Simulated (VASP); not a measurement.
# CdF2 (I4/mmm) in VASP: notebook, part 3 of 3

VASP 6.6.1. The steps go on from the part before.

### Step 4. Single point, PBE (12.26 Å³/atom)

This run uses another cell than the first one, of 12.26 Å³/atom.

INCAR

```
ALGO = Normal ; EDIFF = 1E-7
ENCUT = 520 ; GGA = PE
ISIF = 2 ; ISMEAR = 0
LASPH = T ; LCHARG = F
LREAL = F ; LWAVE = F
NBANDS = 20 ; NELM = 80
PREC = Accurate ; SIGMA = 0.05
```

KPOINTS

```
k-points
0
Gamma
  8 8 8
```

POSCAR

```
CdF2
1.0
    0.0000000000      2.6628170954      2.5925187241
    2.6628170954      0.0000000000      2.5925187241
    2.6628170954      2.6628170954      0.0000000000
Cd F
1 2
Direct
    0.0000000000      0.0000000000      0.0000000000
    0.2500000000      0.2500000000      0.2500000000
    0.7500000000      0.7500000000      0.7500000000
```

Potentials or basis: VASP PAW PBE potentials, release 64 (Cd, F).

Launch:

```sh
> cat potpaw_PBE.64/Cd/POTCAR potpaw_PBE.64/F/POTCAR > POTCAR
> mpirun -np 1 vasp_std > vasp.out
```

OUTCAR:

```text
EDIFF = 1E-7
   ENCUT = 520
   GGA = PE
   ISIF = 2
   ISMEAR = 0
   LASPH = T
   LREAL = F
   NELM = 80
   PREC = Accurate

 ion  position               nearest neighbor table
   1  0.000  0.000  0.000-   2 2.29   3 2.29   3 2.29   3 2.29   3 2.29   2 2.29   2 2.29   2 2.29

   2  0.250  0.250  0.250-   1 2.29   1 2.29   1 2.29   1 2.29
   3  0.750  0.750  0.750-   1 2.29   1 2.29   1 2.29   1 2.29

  LATTYP: Found a body centered tetragonal cell.
 ALAT       =     3.7657920504
 C/A-ratio  =     1.3768783243

  Lattice vectors:

 A1 = (   0.0000000000,  -2.6628170954,  -2.5925187241)
 A2 = (   0.0000000000,   2.6628170954,  -2.5925187241)
 A3 = (   2.6628170954,   0.0000000000,   2.5925187241)

Analysis of symmetry for initial positions (statically):
=====================================================================
 Subroutine PRICEL returns:
 Original cell was already a primitive cell.

 Routine SETGRP: Setting up the symmetry group for a
 body centered tetragonal supercell.

 Subroutine GETGRP returns: Found 16 space group operations
 (whereof 16 operations were pure point group operations)
 out of a pool of 16 trial point group operations.

The static configuration has the point symmetry D_4h.

Analysis of symmetry for dynamics (positions and initial velocities):
=====================================================================
 Subroutine PRICEL returns:
 Original cell was already a primitive cell.

 Routine SETGRP: Setting up the symmetry group for a
 body centered tetragonal supercell.

 Subroutine GETGRP returns: Found 16 space group operations
 (whereof 16 operations were pure point group operations)
 out of a pool of 16 trial point group operations.

The dynamic configuration has the point symmetry D_4h.

 Subroutine INISYM returns: Found 16 space group operations
 (whereof 16 operations are pure point group operations),
 and found     1 'primitive' translations

----------------------------------------------------------------------------------------

                                     Primitive cell

  volume of cell :      36.7650

  direct lattice vectors                    reciprocal lattice vectors
     0.000000000  2.662817095  2.592518724    -0.187771064  0.187771064  0.192862638
     2.662817095  0.000000000  2.592518724     0.187771064 -0.187771064  0.192862638
     2.662817095  2.662817095  0.000000000     0.187771064  0.187771064 -0.192862638

  length of vectors
     3.716416045  3.716416045  3.765792050     0.328194976  0.328194976  0.328194976

  position of ions in fractional coordinates (direct lattice)
     0.000000000  0.000000000  0.000000000
     0.250000000  0.250000000  0.250000000
     0.750000000  0.750000000  0.750000000

  ion indices of the primitive-cell ions
   primitive index   ion index
                 1           1
                 2           2
                 3           3

----------------------------------------------------------------------------------------

 KPOINTS: k-points

Automatic generation of k-mesh.
 Grid dimensions read from file:
 generate k-points for:    8    8    8

 Generating k-lattice:

  Cartesian coordinates                     Fractional coordinates (reciprocal lattice)
    -0.023471383  0.023471383  0.024107830     0.125000000  0.000000000  0.000000000
     0.023471383 -0.023471383  0.024107830     0.000000000  0.125000000  0.000000000
     0.023471383  0.023471383 -0.024107830    -0.000000000 -0.000000000  0.125000000

  Length of vectors
     0.041024372  0.041024372  0.041024372

  Shift w.r.t. Gamma in fractional coordinates (k-lattice)
     0.000000000  0.000000000  0.000000000

 Subroutine IBZKPT returns following result:
 ===========================================

 Found     59 irreducible k-points:

 Following reciprocal coordinates:
            Coordinates               Weight
  0.000000  0.000000  0.000000      1.000000
  0.125000  0.000000  0.000000      8.000000
  0.250000  0.000000  0.000000      8.000000
  0.375000  0.000000  0.000000      8.000000
  0.500000  0.000000  0.000000      4.000000
  0.125000  0.125000  0.000000      2.000000
[... 16 lines left out ...]
  0.250000  0.000000  0.125000     16.000000
  0.375000  0.000000  0.125000     16.000000
 [... further k-points ...]
   k-points           NKPTS =     59   k-points in BZ     NKDIM =     59   number of bands    NBANDS=     20
   number of dos      NEDOS =    301   number of ions     NIONS =      3
   total plane-waves  NPLWV =  21952
   dimension x,y,z NGX =    28 NGY =   28 NGZ =   28
   dimension x,y,z NGXF=    56 NGYF=   56 NGZF=   56
   ions per type =               1   2
   NGX,Y,Z   is equivalent  to a cutoff of  12.53, 12.53, 12.36 a.u.
   NGXF,Y,Z  is equivalent  to a cutoff of  25.05, 25.05, 24.72 a.u.
 SYSTEM =  unknown system
   PREC   = accura    normal or accurate (medium, high low for compatibility)
   ISTART =      0    job   : 0-new  1-cont  2-samecut
   ICHARG =      2    charge: 1-file 2-atom 10-const
   ISPIN  =      1    spin polarized calculation?
   LNONCOLLINEAR =      F non collinear calculations
   LSORBIT =      F    spin-orbit coupling
   LASPH  =      T    aspherical Exc in radial PAW
   ENCUT  =  520.0 eV  38.22 Ry    6.18 a.u.   6.91  6.91  7.00*2*pi/ulx,y,z
   NELM   =     80;   NELMIN=  2; NELMDL= -5     # of ELM steps
   EDIFF  = 0.1E-06   stopping-criterion for ELM
   LREAL  =      F    real-space projection
   EDIFFG = 0.1E-05   stopping-criterion for IOM
   NSW    =      0    number of steps for IOM
   IBRION =     -1    ionic relax: 0-MD 1-quasi-New 2-CG
   NFREE  =      0    steps in history (QN), initial steepest desc. (CG)
   ISIF   =      2    stress and relaxation
   ISYM   =      2    0-nonsym 1-usesym 2-fastsym
   POTIM  = 0.5000    time-step for ionic-motion
   TEBEG  =    0.0;   TEEND  =   0.0 temperature during run
   PSTRESS=    0.0 pullay stress
   NELECT =      26.0000    total number of electrons
   NUPDOWN=      -1.0000    fix difference up-down
   EMIN   =  10.00;   EMAX   =-10.00  energy-range for DOS
   EFERMI =   0.00;   METHOD = LEGACY
   ISMEAR =     0;   SIGMA  =   0.05  broadening in eV -4-tet -1-fermi 0-gaus
   EFERMI_NEDOS =   21; number of points for ismear=-14 and -15
   IALGO  =     38    algorithm
   IMIX   =      4    mixing-type and parameters
     AMIX     =   0.40;   BMIX     =  1.00
     AMIX_MAG =   1.60;   BMIX_MAG =  1.00
  volume/ion in A,a.u.               =      12.26        82.70
  Fermi-wavevector in a.u.,A,eV,Ry     =   1.458549  2.756258 28.944569  2.127366
  Thomas-Fermi vector in A             =   2.575221
   LORBIT       =      0    0 simple, 1 ext, 2 COOP (PROOUT), +10 PAW based schemes
   GGA     = PE    functional components
   LHFCALC =     F    Hartree Fock is set to
   AEXX    =    0.0000 exact exchange contribution
   IVDW    =     0    specifies the selected vdW correction
   LEPSILON=     F    determine dielectric tensor
   LRPA    =     F    only Hartree local field effects (RPA)
 non-spin polarized calculation
 Gauss-broadening in eV      SIGMA  =   0.05
  energy-cutoff  :      520.00
  volume of cell :       36.77
 maximum number of plane-waves:      1008
   NGX = 13   NGY = 13   NGZ = 13

 number of electron      26.0000018 magnetization

 Free energy of the ion-electron system (eV)
  ---------------------------------------------------
  ext. energy  EPLUGINS =         0.00000000
  ---------------------------------------------------
  free energy    TOTEN  =       -10.69699062 eV

  energy without entropy =      -10.69699062  energy(sigma->0) =      -10.69699062

 E-fermi :  -0.5883     XC(G=0): -10.7529

 val. band max:       -0.8010112621   @ k =  -0.2500   0.5000   0.2500
 cond. band min:       2.4625551209   @ k =   0.0000   0.0000   0.0000
 fundamental gap:      3.2635663830
 Fermi energy:        -0.5883112420

 k-point     1 :       0.0000    0.0000    0.0000
  band No.  band energies     occupation
      1     -21.9919      2.00000
      2     -20.6972      2.00000
      3      -6.6633      2.00000
      4      -6.6633      2.00000
      5      -6.6552      2.00000
      6      -5.1757      2.00000
[... 12 lines left out ...]
     19      19.2129      0.00000
     20      19.8482      0.00000
[... 507 lines left out ...]
 k-point    24 :       0.3750    0.0000    0.1250
  band No.  band energies     occupation
      1     -21.6163      2.00000
      2     -21.0303      2.00000
      3      -6.2706      2.00000
      4      -6.2510      2.00000
      5      -5.4367      2.00000
      6      -5.3776      2.00000
[... 12 lines left out ...]
     19      19.0022      0.00000
     20      20.6458      0.00000

 [... further k-points ...]
[... 5 lines left out ...]
  --------------------------------------------------------------------------------------
  -------------------------------------------------------------------------------------
  Total        3.2036868      3.2036868      3.8969582      0.0000000      0.0000000      0.0000000
  in kB      139.6130636    139.6130636    169.8250531      0.0000000      0.0000000      0.0000000
  external PRESSURE =     149.6837268 kB  Pullay stress =       0.0000000 kB

 VOLUME and BASIS-vectors are now :
 -----------------------------------------------------------------------------
  energy-cutoff  :      520.00
  volume of cell :       36.77
      direct lattice vectors                 reciprocal lattice vectors
     0.000000000  2.662817095  2.592518724    -0.187771064  0.187771064  0.192862638
     2.662817095  0.000000000  2.592518724     0.187771064 -0.187771064  0.192862638
     2.662817095  2.662817095  0.000000000     0.187771064  0.187771064 -0.192862638

 POSITION                                       TOTAL-FORCE (eV/Angst)
 -----------------------------------------------------------------------------------
      0.00000      0.00000      0.00000        -0.000000     -0.000000      0.000000
      1.33141      1.33141      1.29626         0.000000      0.000000      0.000000
      3.99423      3.99423      3.88878        -0.000000     -0.000000     -0.000000
 -----------------------------------------------------------------------------------
    total drift:                                0.000000      0.000000      0.000000

  FREE ENERGIE OF THE ION-ELECTRON SYSTEM (eV)
  ---------------------------------------------------
  free  energy   TOTEN  =       -10.6969906233 eV

  energy  without entropy=      -10.6969906232  energy(sigma->0) =      -10.69699062
```

Wall time 22 s (1 thread of AMD EPYC 9R45 (Zen 5), shared host); peak memory 0.15 GiB.

What came out:

```
Free energy            : -10.6970 eV
Pressure               : 15.0 GPa
Band gap on the k mesh : 3.26 eV (least direct gap 3.67 eV)
```

Caveat: the cell stands under pressure.

### Step 5. Single point, PBE (12.25 Å³/atom)

This run uses another cell than the first one, of 12.25 Å³/atom.

INCAR

```
SYSTEM = CdF2
ALGO     = Normal         ! electronic algorithm
EDIFF    = 1E-6           ! SCF threshold, eV
ENCUT    = 520            ! plane-wave cutoff, eV
GGA      = PE             ! functional
ISIF     = 2              ! what is computed and relaxed
ISMEAR   = 0              ! smearing method
LASPH    = .True.         ! aspherical terms in the spheres
LCHARG   = .False.        ! write CHGCAR
LREAL    = .False.        ! projectors in reciprocal space
LWAVE    = .False.        ! write WAVECAR
NBANDS   = 20             ! bands
NELM     = 80             ! most SCF steps
PREC     = Accurate       ! precision mode
SIGMA    = 0.05           ! smearing width, eV
```

KPOINTS

```
k-points
0
Gamma
  8 8 8
  0 0 0
```

POSCAR

```
CdF2
1.0
    0.0000000000      2.6157563110      2.6866433070
    2.6157563110      0.0000000000      2.6866433070
    2.6157563110      2.6157563110      0.0000000000
Cd F
1 2
Direct
    0.0000000000      0.0000000000      0.0000000000
    0.2500000000      0.2500000000      0.2500000000
    0.7500000000      0.7500000000      0.7500000000
```

Launch:

```sh
> cat potpaw_PBE.64/Cd/POTCAR potpaw_PBE.64/F/POTCAR > POTCAR
> mpirun -np 1 vasp_std > vasp.out
```

Wall time 21 s (1 thread of AMD EPYC 9R45 (Zen 5), shared host); peak memory 0.15 GiB.

Results (log left out):

* Free energy: -10.6971 eV
* Pressure: 15.0 GPa
* Band gap on the k mesh: 3.26 eV (least direct gap 3.64 eV)

Stress tensor (GPa, compression positive):
```
15.96  0.00  0.00
 0.00 15.96  0.00
 0.00  0.00 13.01
```

Levels at points of the mesh, in eV from the valence-band top:
```
           k point  band 9  band 10  band 11  band 12  band 13  band 14  band 15  band 16  band 17  band 18
(0.00, 0.00, 0.00)   -1.07    -1.07    -0.46    -0.46    -0.38     3.26    12.95    12.95    13.02    18.19
(0.50, 0.00, 0.00)   -2.58    -2.14    -2.07    -0.38    -0.37     7.62     9.33    14.92    15.13    18.45
(0.50, 0.50, 0.00)   -3.29    -3.23    -0.75    -0.09    -0.09     8.51    10.03    12.02    14.91    14.91
(0.50, 0.00, 0.50)   -3.29    -3.14    -0.58    -0.16    -0.08     8.47     9.94    12.03    14.61    14.95
```

Caveat: the cell stands under pressure.

### Step 6. Single point, PBE (12.25 Å³/atom)

This run uses another cell than the first one, of 12.25 Å³/atom.

INCAR

```
SYSTEM = CdF2
  PREC = Accurate
  ENCUT = 520
  EDIFF = 1E-6
  ISMEAR = 0
  SIGMA = 0.05
  LREAL = .FALSE.
  LASPH = .TRUE.
  NELM = 60
  ALGO = Normal
  ISIF = 2
  LWAVE = .FALSE.
  LCHARG = .FALSE.
  GGA = PE
  NBANDS = 20
```

KPOINTS

```
Automatic mesh
0
G
  8 8 8
  0 0 0
```

POSCAR

```
CdF2
1.0
    0.0000000000      2.5925735987      2.7349058892
    2.5925735987      0.0000000000      2.7349058892
    2.5925735987      2.5925735987      0.0000000000
Cd F
1 2
Direct
    0.0000000000      0.0000000000      0.0000000000
    0.2500000000      0.2500000000      0.2500000000
    0.7500000000      0.7500000000      0.7500000000
```

Potentials or basis: VASP PAW PBE potentials, release 64 (Cd, F).

Launch:

```sh
> cat potpaw_PBE.64/Cd/POTCAR potpaw_PBE.64/F/POTCAR > POTCAR
> mpirun -np 1 vasp_std > vasp.out
```

Run time: 21 s. Hardware: 1 thread of AMD EPYC 9R45 (Zen 5), shared host; peak memory 0.15 GiB.

It converged, with:

```
Free energy            : -10.6790 eV
Pressure               : 14.9 GPa
Band gap on the k mesh : 3.21 eV (least direct gap 3.58 eV)
```

Stress tensor (GPa, compression positive):
```
16.88  0.00  0.00
 0.00 16.88  0.00
 0.00  0.00 11.01
```

Levels at points of the mesh, in eV from the valence-band top:
| k point | band 9 | band 10 | band 11 | band 12 | band 13 | band 14 | band 15 | band 16 | band 17 | band 18 |
| --- | --- | --- | --- | --- | --- | --- | --- | --- | --- | --- |
| (0.00, 0.00, 0.00) | -1.01 | -1.01 | -0.53 | -0.53 | -0.36 | 3.21 | 12.91 | 12.91 | 13.05 | 18.17 |
| (0.50, 0.00, 0.00) | -2.60 | -2.18 | -2.05 | -0.41 | -0.39 | 7.58 | 9.26 | 14.81 | 15.21 | 18.28 |
| (0.50, 0.50, 0.00) | -3.28 | -3.28 | -0.86 | -0.09 | -0.09 | 8.47 | 10.07 | 12.03 | 14.95 | 14.95 |
| (0.50, 0.00, 0.50) | -3.29 | -3.14 | -0.54 | -0.23 | -0.07 | 8.41 | 9.85 | 12.02 | 14.35 | 15.06 |

Caveat: the cell stands under pressure. A k mesh can miss the band edges.

### Step 7. Overview

| cell | gap on the mesh (eV) | pressure (GPa) |
| --- | --- | --- |
| a = 4.111, b = 4.111, c = 4.000 Å, angles 60.9, 60.9, 58.2°, 3 atoms | 2.28 | -9.5 |
| a = 3.692, b = 3.692, c = 3.592 Å, angles 60.9, 60.9, 58.2°, 3 atoms | 3.44 | 26.4 |
| a = 3.716, b = 3.716, c = 3.766 Å, angles 59.6, 59.6, 60.9°, 3 atoms | 3.26 | 15.0 |
| a = 3.750, b = 3.750, c = 3.699 Å, angles 60.4, 60.4, 59.1°, 3 atoms | 3.26 | 15.0 |
| a = 3.768, b = 3.768, c = 3.666 Å, angles 60.9, 60.9, 58.2°, 3 atoms | 3.21 | 14.9 |

Alike in all rows: task single point; level PBE; potentials or basis VASP PAW PBE potentials, release 64 (Cd, F); no spin polarisation; k mesh 8 × 8 × 8; cutoff (eV) 520; smearing gaussian 0.05 eV.

Caveats: the cell stands under pressure (at least some runs); the cell stands under tension (at least some runs).

Total energies depend on the potentials used, so only differences within one code and one set of settings carry meaning.
